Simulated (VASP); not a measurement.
The system is B5As2.

```xyz
7
Lattice="3.8130 0.0000 0.0000 -1.9065 3.3021 0.0000 0.0000 0.0000 7.9055" Properties=species:S:1:pos:R:3 pbc="T T T"
B     1.9065    0.0000    3.9528
B    -0.9532    1.6511    3.9528
B     0.9532    1.6511    3.9528
B     0.0000    0.0000    0.0000
B     0.0000    0.0000    3.9528
As    0.0000    0.0000    6.1162
As    0.0000    0.0000    1.7893
```

The cell was generated, and may not be a known phase.

```yaml
Program: VASP 6.6.1
Task: relaxation of cell and atoms
Functional: PBE
Potentials_or_basis: VASP PAW PBE potentials, release 64 (B, As_d)
Cutoff: 560 eV
k_mesh: 5 × 5 × 2
Occupations: gaussian, width 0.2 eV
Spin: no spin polarisation
```

At the start: pressure -1.3 GPa; volume 14.22 Å³/atom.

**Question.** How do energy, volume and symmetry change on relaxing?

**Answer.** Over 18 steps the energy falls by 528.5 meV/atom and the volume is 15.62 Å³/atom (+9.9 %); space group P6/mmm (No. 191, to 0.1 Å) before and after.

The path:
```tsv
step	energy change (eV)	largest force (eV/Å)	pressure (GPa)	volume (Å³)
1	0.0000	0.2532	-1.32	99.54
2	-1.1785	2.0791	-2.99	97.27
3	-1.5883	3.1480	10.66	89.23
4	-2.2409	2.6320	-1.77	94.37
5	-2.2922	2.9685	1.69	92.40
6	-2.3108	2.8005	0.44	93.00
7	-3.0461	1.8284	5.63	92.60
8	-3.1187	1.4694	7.78	92.43
9	-3.5459	0.5707	2.17	100.86
10	-3.5551	0.2238	2.54	99.78
11	-3.6269	0.4564	-1.15	104.75
12	-3.6274	0.5236	-1.49	105.28
13	-3.6684	0.4177	-0.33	105.71
14	-3.6816	0.3239	0.78	106.06
15	-3.6942	0.2074	0.83	107.62
16	-3.6946	0.1209	0.82	107.37
17	-3.6997	0.0218	-0.42	109.55
18	-3.6998	0.0083	-0.29	109.34
```

Final structure:
```cif
data_structure
_symmetry_space_group_name_H-M 'P 1'
_symmetry_Int_Tables_number 1
_cell_length_a 3.4051
_cell_length_b 3.4051
_cell_length_c 10.8896
_cell_angle_alpha 90.000
_cell_angle_beta 90.000
_cell_angle_gamma 120.000
_cell_volume 109.34
loop_
_atom_site_label
_atom_site_type_symbol
_atom_site_fract_x
_atom_site_fract_y
_atom_site_fract_z
_atom_site_occupancy
B1 B 0.50000 0.00000 0.50000 1
B2 B 0.00000 0.50000 0.50000 1
B3 B 0.50000 0.50000 0.50000 1
B4 B 0.00000 0.00000 0.00000 1
B5 B 0.00000 0.00000 0.50000 1
As1 As 0.00000 0.00000 0.82700 1
As2 As 0.00000 0.00000 0.17300 1
```

Caveat: the k points lie up to 0.43 Å⁻¹ apart in the final cell, too coarse for converged energies and pressures of a metal; a cell axis changed by over 15 % at a fixed basis, so the end point is rough; this functional lacks dispersion, which binds layers or chains, so the pressure and a relaxed spacing across them are unreliable; an odd number of electrons without spin polarisation forces a metal; a magnetic or distorted state may lie lower.
